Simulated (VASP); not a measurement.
The system is Cr.

```
Cr
1.0
     2.92686    0.00000    0.00000
     0.00000    2.92686    0.00000
     0.00000    0.00000    2.75695
Cr
2
Direct
  0.00000 0.00000 0.00000
  0.50000 0.50000 0.50000
```

This cell differs from its parent crystal: biaxial strain in the a-b plane: +4.0 %, then relaxed in part.

Base run:

| Item | Value |
| --- | --- |
| Program | VASP 6.6.1 |
| Functional | PBEsol |
| Potentials or basis | VASP PAW PBE potentials, release 64 (Cr_pv) |
| Cutoff | 520 eV |
| k mesh | 14 × 14 × 14 |
| Occupations | gaussian, width 0.1 eV |
| Spin | no spin polarisation |

Its results: band gap on the k mesh zero (band 12 reaches 11.60 eV, above the bottom of band 13 at 9.93 eV); pressure -14.3 GPa.

Problem. The run is repeated on the same cell with these changes: potentials or basis from VASP PAW PBE potentials, release 64 (Cr_pv) to VASP PAW PBE potentials, release 64 (Cr_sv); cutoff from 520 eV to 600 eV; further incar settings from ALGO = Normal; EDIFF = 1e-06; NBANDS = 19 to ALGO = Normal; EDIFF = 1e-06; NBANDS = 21; valence electrons from 24 to 28. What comes out?

Solution. Band gap on the k mesh zero (band 14 reaches 14.58 eV, above the bottom of band 15 at 12.90 eV); pressure -16.6 GPa.

Caveats: the PAW data sets were made with another functional, which shifts forces and pressure a little; the run has no spin polarisation, though such a crystal can be magnetic.
